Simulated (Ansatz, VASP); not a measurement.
**Two plane-wave programs on Na3OF**

INCAR

```
PREC     = Accurate       # precision mode
ENCUT    = 520            # plane-wave cutoff, eV
EDIFF    = 1E-7           # SCF threshold, eV
ISMEAR   = 0              # smearing method
SIGMA    = 0.01           # smearing width, eV
LREAL    = False          # projectors in reciprocal space
LASPH    = True           # aspherical terms in the spheres
NELM     = 60             # most SCF steps
ALGO     = Normal         # electronic algorithm
ISIF     = 2              # what is computed and relaxed
LWAVE    = False          # write WAVECAR
LCHARG   = True           # write CHGCAR
GGA      = PE             # functional
LELF     = True           # ELF
LVHAR    = True         
NBANDS   = 25             # bands
```

File KPOINTS:

```
Automatic mesh
0
Gamma
  6 6 6
```

Contents of POSCAR:

```
Na3OF
1.0
    4.3627538644      0.0000000000      0.0000000000
    0.0000000000      4.3627538644      0.0000000000
    0.0000000000      0.0000000000      4.3627538644
F O Na
1 1 3
Direct
    0.0000000000      0.0000000000      0.0000000000
    0.5000000000      0.5000000000      0.5000000000
    0.5000000000      0.5000000000      0.0000000000
    0.5000000000      0.0000000000      0.5000000000
    0.0000000000      0.5000000000      0.5000000000
```

Input for Ansatz:

```yaml
crystal:
  lattice:
    - [4.3627538644, 0.0, 0.0]
    - [0.0, 4.3627538644, 0.0]
    - [0.0, 0.0, 4.3627538644]
  atoms:
    - { symbol: F, position: [0.0, 0.0, 0.0] }
    - { symbol: O, position: [0.5, 0.5, 0.5] }
    - { symbol: Na, position: [0.5, 0.5, 0.0] }
    - { symbol: Na, position: [0.5, 0.0, 0.5] }
    - { symbol: Na, position: [0.0, 0.5, 0.5] }
kpoints:
  mp_grid: { grid: [6, 6, 6] }
hamiltonian:
  xc: pbe
scf:
  occupations: { method: fixed }
  n_extra_bands: 5
output:
  forces: true
  stress: true
  eigenvalues: true
```

Alike in both runs: task single point; functional PBE; k mesh 6 × 6 × 6; no spin polarisation.

```csv
,VASP,Ansatz
version,VASP 6.6.1,Ansatz 0.2.0
potentials or method,"VASP PAW PBE potentials, release 64 (F, O, Na_pv)","plane waves, PAW"
plane-wave cutoff (eV),520,420
occupations,"gaussian, width 0.01 eV",fixed
valence electrons in the cell,34,40
```

|  | VASP | Ansatz | Ansatz less VASP |
| --- | --- | --- | --- |
| gap on the k mesh at the Fermi level (eV) | 1.97 | 2.00 | +0.027 |
| pressure (GPa) | 1.3 | 1.1 | -0.12 |

VASP's potentials hold 34 valence electrons a cell and Ansatz's 40, so a difference there can come from the potentials and not from the codes.
